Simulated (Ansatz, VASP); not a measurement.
# SiNi2: VASP beside Ansatz

```
Si Ni
1.0
     3.98452    0.00000    0.00000
    -1.99226    3.45069    0.00000
     0.00000    0.00000    4.84323
Si Ni
2 4
Direct
  0.33333 0.66667 0.75000
  0.66667 0.33333 0.25000
  0.00000 0.00000 0.00000
  0.00000 0.00000 0.50000
  0.33333 0.66667 0.25000
  0.66667 0.33333 0.75000
```

Change from the starting cell: strain +0.030 along x and y, -0.015 along z, atoms carried along.

Alike in both runs: task single point; functional PBEsol; k mesh 12 × 12 × 10; occupations gaussian, width 0.15 eV; no spin polarisation.

```csv
,VASP,Ansatz
version,VASP 6.6.1,Ansatz 0.2.0
potentials or method,"VASP PAW PBE potentials, release 64 (Si, Ni), cutoff 520 eV","scalar-relativistic, plane waves, PAW"
valence electrons in the cell,48,80
```

```tsv
	VASP	Ansatz	Ansatz less VASP
gap on the k mesh at the Fermi level (eV)	none	none	-
pressure (GPa)	-9.2	-9.5	-0.32
traceless stress, the component that is largest in VASP (GPa)	8.59	8.73	+0.139
```

VASP's potentials were made for PBE, not for PBEsol. A gap of «none» marks a metal or a gap that the smearing closes. VASP's potentials hold 48 valence electrons a cell and Ansatz's 80, so a difference there can come from the potentials and not from the codes.
